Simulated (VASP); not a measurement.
Here is a VASP 6.6.1 calculation.

Contents of INCAR:

```
PREC = Accurate
ENCUT = 520
EDIFF = 1E-6
ISMEAR = 0
SIGMA = 0.02
LREAL = False
LASPH = True
NELM = 100
ALGO = Normal
ISIF = 2
LWAVE = False
LCHARG = False
GGA = PE
NBANDS = 35
```

The input KPOINTS:

```
regular mesh
0
Gamma
  6 6 6
```

Contents of POSCAR:

```
Na4HF3
1.0
    4.7274826703      0.0000000000      0.0000000000
    0.0000000000      4.7274826703      0.0000000000
    0.0000000000      0.0000000000      4.7274826703
Na H F
4 1 3
Direct
    0.0000000000      0.0000000000      0.0000000000
    0.5000000000      0.5000000000      0.0000000000
    0.5000000000      0.0000000000      0.5000000000
    0.0000000000      0.5000000000      0.5000000000
    0.5000000000      0.5000000000      0.5000000000
    0.0000000000      0.0000000000      0.5000000000
    0.0000000000      0.5000000000      0.0000000000
    0.5000000000      0.0000000000      0.0000000000
```

Potentials or basis: VASP PAW PBE potentials, release 64 (Na_pv, H, F).

Launch:

```console
$ cat potpaw_PBE.64/Na_pv/POTCAR potpaw_PBE.64/H/POTCAR potpaw_PBE.64/F/POTCAR > POTCAR
$ mpirun -np 1 vasp_std > vasp.out
```

Problem. What does it give for the pressure?

Solution. -0.2 GPa.

Problem. Predict the band gap on the k mesh.

Solution. 5.15 eV, indirect (least direct gap 5.31 eV).

A k mesh can miss the band edges.
